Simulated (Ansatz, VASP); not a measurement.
# C: VASP beside Ansatz

```xyz
2
Lattice="0.0000 1.5218 1.5218 1.5218 0.0000 1.5218 1.5218 1.5218 0.0000" Properties=species:S:1:pos:R:3 pbc="T T T"
C    -0.3804   -0.3804   -0.3804
C     0.3804    0.3804    0.3804
```

Change from the starting cell: volume scaled by 0.64, LAPW.

Alike in both runs: task single point; functional LDA; k mesh 20 × 20 × 20; occupations fermi-dirac, width 0.08 eV; no spin polarisation.

|  | VASP | Ansatz |
| --- | --- | --- |
| version | VASP 6.6.1 | Ansatz 0.2.0 |
| potentials or method | VASP PAW LDA potentials, release 64 (C), cutoff 520 eV | all-electron LAPW, scalar-relativistic |

VASP gave:

```
gap on the k mesh at the Fermi level (eV) : 5.44
pressure (GPa)                            : 461.7
```

**Question.** Estimate Ansatz's values.

**Answer.** gap on the k mesh at the Fermi level (eV): 5.46; pressure (GPa): 458.3.

LDA's correlation is that of Perdew and Zunger in VASP and of Perdew and Wang (1992) in Ansatz. Both programs put the cell under a high pressure, so it lies far from rest at this level. Ansatz ran all-electron here, and VASP with PAW potentials.

Noted on VASP's run: the cell as given lies far from equilibrium.
